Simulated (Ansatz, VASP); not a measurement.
# GaP: VASP and Ansatz over several settings

```
Ga P
1.0
     0.00000    2.77870    2.77870
     2.77870    0.00000    2.77870
     2.77870    2.77870    0.00000
Ga P
1 1
Direct
  0.00000 0.00000 0.00000
  0.75000 0.75000 0.75000
```

Single points on this cell with VASP 6.6.1 and Ansatz 0.2.0. Each row is one pair of runs. Alike in all rows: smearing: fermi-dirac, width 0.05 eV.

| level | spin | k mesh | VASP's potentials, cutoff | Ansatz's potentials, cutoff | pressure (GPa), VASP | pressure (GPa), Ansatz |
| --- | --- | --- | --- | --- | --- | --- |
| r2SCANh | off | 4 × 4 × 4 | VASP PAW PBE potentials, release 64 (Ga_d, P), 520 eV | Ansatz PAW, 500 eV | -4.6 | -4.6 |
| LDA | non-collinear, zero start, SOC | 8 × 8 × 8 | VASP PAW LDA potentials, release 64 (Ga_d, P), 520 eV | Ansatz PAW, 420 eV | -6.7 | -6.7 |
| HF | off | 4 × 4 × 4 | VASP PAW PBE potentials, release 64 (Ga_d, P), 520 eV | Ansatz PAW, 420 eV | -0.8 | -0.2 |

Pressure (GPa): the two programs differ by at most 0.64.

The k mesh is coarse in some rows, so the values compare programs but aren't converged.
